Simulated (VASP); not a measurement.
A run of VASP 6.6.1 is set up as follows.

POSCAR

```
C
1.0
    2.4880133891      0.0000000000      0.0000000000
   -1.2440066945      2.1546827999      0.0000000000
    0.0000000000      0.0000000000      8.1257741910
C
8
Direct
    0.6666666667      0.3333333333      0.8437500000
    0.3333333333      0.6666666667      0.3437500000
    0.6666666667      0.3333333333      0.6562500000
    0.3333333333      0.6666666667      0.1562500000
    0.0000000000      0.0000000000      0.9062500000
    0.0000000000      0.0000000000      0.4062500000
    0.0000000000      0.0000000000      0.5937500000
    0.0000000000      0.0000000000      0.0937500000
```

File INCAR.step1:

```
  PREC = Accurate
  ENCUT = 1430
  ISMEAR = -1
  SIGMA = 0.05
  LREAL = F
  LASPH = T
  NELM = 120
  NBANDS = 26
  GGA = PE
  ALGO = Normal
  EDIFF = 1E-5
  LWAVE = T
  LCHARG = F
  GGA_COMPAT = F
```

File INCAR.step2:

```
  PREC = Accurate
  ENCUT = 1430
  EDIFF = 1E-6
  ISMEAR = -1
  SIGMA = 0.05
  LREAL = F
  LASPH = T
  NELM = 120
  ALGO = Normal
  ISIF = 2
  LWAVE = F
  LCHARG = T
  METAGGA = R2SCAN
  LMIXTAU = T
  IVDW = 12
  VDW_S6 = 1.0
  VDW_S8 = 0.78981345
  VDW_A1 = 0.49484001
  VDW_A2 = 5.73083694
  LELF = T
  LVHAR = T
  NBANDS = 26
  ISTART = 1
  GGA_COMPAT = F
```

The input KPOINTS:

```
regular mesh
0
Gamma
  12 12 4
```

Potentials or basis: VASP PAW PBE potentials, release 64 (C_h).

The run is started by

```sh
$ cat potpaw_PBE.64/C_h/POTCAR > POTCAR
$ cp INCAR.step1 INCAR
$ mpirun -np 1 vasp_std > vasp.out
$ cp INCAR.step2 INCAR
$ mpirun -np 1 vasp_std > vasp.out
```

Task: Estimate the band gap on the k mesh.

Result: 4.75 eV (least direct gap 5.54 eV).

Task: What does it give for the pressure?

Result: 14.2 GPa.

Stress tensor (GPa, compression positive):
```
 9.32  0.00  0.00
 0.00  9.32  0.00
 0.00  0.00 23.89
```

Caveat: the stress differs along the axes, from 9 to 24 GPa; the PAW data sets were made with another functional, which shifts forces and pressure a little. A k mesh can miss the band edges.
